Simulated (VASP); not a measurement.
A run of VASP 6.6.1:

File INCAR:

```
SYSTEM = Cs
PREC     = Accurate       ! precision mode
ENCUT    = 520            ! plane-wave cutoff, eV
EDIFF    = 1E-7           ! SCF threshold, eV
ISMEAR   = -1             ! smearing method
SIGMA    = 0.1            ! smearing width, eV
LREAL    = .False.        ! projectors in reciprocal space
LASPH    = .True.         ! aspherical terms in the spheres
NELM     = 100            ! most SCF steps
ALGO     = Normal         ! electronic algorithm
ISIF     = 2              ! what is computed and relaxed
LWAVE    = .False.        ! write WAVECAR
LCHARG   = .True.         ! write CHGCAR
GGA      = PS             ! functional
LELF     = .True.         ! ELF
LVHAR    = .True.       
NBANDS   = 10             ! bands
```

The input KPOINTS:

```
Automatic mesh
0
Gamma
  7 7 7
  0 0 0
```

POSCAR

```
Cs
1.0
    4.9873747809      0.0000000000      0.0000000000
    0.0000000000      4.9873747809      0.0000000000
    0.0000000000      0.0000000000      4.9873747809
Cs
1
Direct
    0.0000000000      0.0000000000      0.0000000000
```

Potentials or basis: VASP PAW PBE potentials, release 64 (Cs_sv).

Launch:

```bash
$ cat potpaw_PBE.64/Cs_sv/POTCAR > POTCAR
$ mpirun -np 1 vasp_std > vasp.out
```

Hardware: 1 thread of Intel(R) Xeon(R) 6975P-C (Granite Rapids), on a shared host.

Task: Estimate the wall time of this run.

Result: It took 12 s on 1 thread of Intel(R) Xeon(R) 6975P-C (Granite Rapids) (shared host), peak memory 0.23 GiB. Counts: scf iterations 12, k points 20.
